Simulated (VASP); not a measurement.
# Re: electric field gradients with PBE

Re:

```
Re
1.0
     1.42544    0.82298    6.69861
    -1.42544    0.82298    6.69861
     0.00000   -1.64596    6.69861
Re
3
Cartesian
  0.0000 0.0000 0.0000
  0.0000 0.0000 4.4648
  0.0000 0.0000 15.6311
```

This cell differs from its parent crystal: equal xx and yy strain of +3 %.

| Quantity | Value |
| --- | --- |
| Program | VASP 6.6.1 |
| Task | electric field gradients |
| Functional | PBE |
| Potentials or basis | VASP PAW PBE potentials, release 64 (Re) |
| Cutoff | 520 eV |
| k mesh | 15 × 15 × 15 |
| Occupations | fermi-dirac, width 0.05 eV |
| Spin | no spin polarisation |
| Dipole correction | no |
| Further INCAR settings | ALGO = Normal; EDIFF = 1e-08; NBANDS = 18 |

```json
{"Pressure": "-16.6 GPa", "Largest force": "0.052 eV/Å", "Band gap on the k mesh": "zero (an odd number of electrons rules out a gap without spin polarisation)", "Largest electric field gradient by atom": "Re -131.6, -85.6 (each value once) V/Å²"}
```

Forces in eV/Å, atoms in the order of the input:
```
Re   0.000  0.000  0.000
Re   0.000  0.000  0.052
Re   0.000  0.000 -0.052
```

Stress tensor (GPa, compression positive):
```
-19.81   0.00   0.00
  0.00 -19.81   0.00
  0.00   0.00 -10.05
```

Levels at points of the mesh, in eV from the Fermi level:
| k point | band 8 | band 9 | band 10 | band 11 | band 12 | band 13 |
| --- | --- | --- | --- | --- | --- | --- |
| (0.00, 0.00, 0.00) | -1.44 | -1.44 | -1.13 | -1.11 | -1.11 | 0.40 |

Electric field gradients, principal values (V/Å²):
```
atom   least  middle  greatest (by size)
1 Re  65.789  65.789            -131.577
2 Re  42.816  42.816             -85.633
3 Re  42.816  42.816             -85.633
```

It took 49 min on 1 thread of AMD EPYC 7R43 64-Core Processor (Zen 3) (shared host), peak memory 0.52 GiB.

Caveat: the cell differs from its parent crystal (equal xx and yy strain of +3 %); the cell stands under tension; without QUAD_EFG the Cq values of the log hold for a quadrupole moment of 1 mb, not for the nuclei; spin-orbit coupling is left out, which moves the levels of the heavy elements.
